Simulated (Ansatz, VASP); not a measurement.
## One calculation of Sc, two programs

```
CELL_PARAMETERS angstrom
5.42268 0.00000 0.00000
0.00000 5.42268 0.00000
0.00000 0.00000 3.43521
ATOMIC_POSITIONS crystal
Sc 0.50000 0.50000 0.00000
Sc 0.00000 0.00000 0.00000
Sc 0.50000 0.00000 0.53266
Sc 0.00000 0.50000 0.46734
```

Alike in both runs: task single point; functional PBE; k mesh 6 × 6 × 10; occupations gaussian, width 0.05 eV; no spin polarisation.

|  | VASP | Ansatz |
| --- | --- | --- |
| version | VASP 6.6.1 | Ansatz 0.2.0 |
| potentials or method | VASP PAW PBE potentials, release 64 (Sc_sv), cutoff 520 eV | scalar-relativistic, plane waves, PAW |
| valence electrons in the cell | 44 | 44 |

|  | VASP | Ansatz | Ansatz less VASP |
| --- | --- | --- | --- |
| gap on the k mesh at the Fermi level (eV) | none | none | - |
| pressure (GPa) | -0.9 | -0.9 | -0.02 |
| traceless stress, the component that is largest in VASP (GPa) | 0.39 | 0.39 | 0.000 |
| rms of the force components (eV/Å) | 0.073 | 0.073 | -0.0002 |

Atom by atom the forces differ by 0.000 eV/Å (rms over components). A gap of «none» marks a metal or a gap that the smearing closes. With one functional, cell and mesh, what is left measures potentials, basis and numerics.
